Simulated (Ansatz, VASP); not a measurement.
## InSe in VASP and in Ansatz

File INCAR:

```
PREC     = Accurate       # precision mode
ENCUT    = 520            # plane-wave cutoff, eV
EDIFF    = 1E-6           # SCF threshold, eV
ISMEAR   = 0              # smearing method
SIGMA    = 0.02           # smearing width, eV
LREAL    = F              # projectors in reciprocal space
LASPH    = T              # aspherical terms in the spheres
NELM     = 100            # most SCF steps
ALGO     = Normal         # electronic algorithm
ISIF     = 2              # what is computed and relaxed
LWAVE    = F              # write WAVECAR
LCHARG   = F              # write CHGCAR
LDIPOL   = T            
IDIPOL   = 3            
DIPOL    = 0.5 0.5 0.500
GGA      = PE             # functional
IVDW     = 12             # dispersion correction
NBANDS   = 27             # bands
```

Contents of KPOINTS:

```
Automatic mesh
0
Gamma
  9 9 1
```

File POSCAR:

```
InSe
1.0
    4.1610000000      0.0000000000      0.0000000000
   -2.0805000000      3.6035317051      0.0000000000
    0.0000000000      0.0000000000     36.7211901288
Se In
2 2
Direct
    0.0000000000      0.0000000000      0.4234771694
    0.0000000000      0.0000000000      0.5764950858
    0.6666666667      0.3333333333      0.4602865666
    0.6666666667      0.3333333333      0.5396857446
```

Input for Ansatz:

```yaml
crystal:
  lattice:
    - [4.161, 0.0, 0.0]
    - [-2.0805, 3.6035317051, 0.0]
    - [0.0, 0.0, 36.7211901288]
  atoms:
    - { symbol: Se, position: [0.0, 0.0, 0.4234771694] }
    - { symbol: In, position: [0.6666666667, 0.3333333333, 0.4602865666] }
    - { symbol: In, position: [0.6666666667, 0.3333333333, 0.5396857446] }
    - { symbol: Se, position: [0.0, 0.0, 0.5764950858] }
  periodic: [true, true, false]
basis:
  ecutwfc: 420
kpoints:
  mp_grid: { grid: [9, 9, 1] }
hamiltonian:
  xc: pbe
  dispersion: d3bj
scf:
  occupations: { method: gaussian, width: 0.02 }
output:
  forces: true
  stress: true
  eigenvalues: true
```

Alike in both runs: task single point; functional PBE; dispersion D3(BJ); k mesh 9 × 9 × 1; occupations gaussian, width 0.02 eV; no spin polarisation.

|  | VASP | Ansatz |
| --- | --- | --- |
| version | VASP 6.6.1 | Ansatz 0.2.0 |
| potentials or method | VASP PAW PBE potentials, release 64 (Se, In_d), cutoff 520 eV | scalar-relativistic, plane waves, PAW |
| valence electrons in the cell | 38 | 58 |

```tsv
	VASP	Ansatz	Ansatz less VASP
gap on the k mesh at the Fermi level (eV)	1.32	1.33	+0.009
least direct gap on the mesh (eV)	1.37	1.38	+0.008
rms of the force components (eV/Å)	0.311	0.316	+0.0051
```

VASP's potentials hold 38 valence electrons a cell and Ansatz's 58, so a difference there can come from the potentials and not from the codes. Ansatz's warnings: structure snapped to symmetry.
